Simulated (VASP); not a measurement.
Write the native input for VASP 6.6.1 that does the following.

```yaml
Task: single point
Functional: PBE
Potentials_or_basis: VASP PAW PBE potentials, release 64 (Co)
Cutoff: 520 eV
k_mesh: 16 × 16 × 4
Occupations: gaussian, width 0.05 eV
Spin: collinear spin, antiferromagnetic start
Starting_moments: "[1.5, 1.5, -1.5, -1.5] μB"
Dipole_correction: no
Further_INCAR_settings: ALGO = Normal; EDIFF = 1e-06; NBANDS = 30
```

The structure of Co lies in POSCAR:

```
Co
1.0
    2.4937131673      0.0000000000      0.0000000000
   -1.2468565837      2.1596189527      0.0000000000
    0.0000000000      0.0000000000      8.0601803677
Co
4
Direct
    0.3333333333      0.6666666667      0.1250000000
    0.6666666667      0.3333333333      0.3750000000
    0.3333333333      0.6666666667      0.6250000000
    0.6666666667      0.3333333333      0.8750000000
```

These files were run (other wordings do the same):

INCAR

```
ALGO = Normal ; EDIFF = 1E-6
ENCUT = 520 ; GGA = PE
ISIF = 2 ; ISMEAR = 0
ISPIN = 2 ; LASPH = True
LCHARG = True ; LELF = True
LMAXMIX = 4 ; LORBIT = 11
LREAL = False ; LVHAR = True
LWAVE = False ; MAGMOM = 1.5 1.5 -1.5 -1.5
NBANDS = 30 ; NELM = 150
PREC = Accurate ; SIGMA = 0.05
```

KPOINTS

```
k-points
0
Gamma
  16 16 4
```

Potentials or basis: VASP PAW PBE potentials, release 64 (Co).

Launch:

```sh
$ cat potpaw_PBE.64/Co/POTCAR > POTCAR
$ mpirun -np 1 vasp_std > vasp.out
```

Results of the run:

- Pressure: -1.8 GPa
- Largest force: 0.708 eV/Å
- Band gap on the k mesh: zero (filled and empty bands overlap)
- Net moment: 0.00 μB per cell
- Site moments: Co +1.48, -1.48 μB
- Valence electrons inside the program's atomic spheres: Co 8.27

It took 2.9 min on 1 thread of AMD EPYC 9R45 96-Core Processor (Zen 5), with other jobs on the host, peak memory 0.28 GiB.
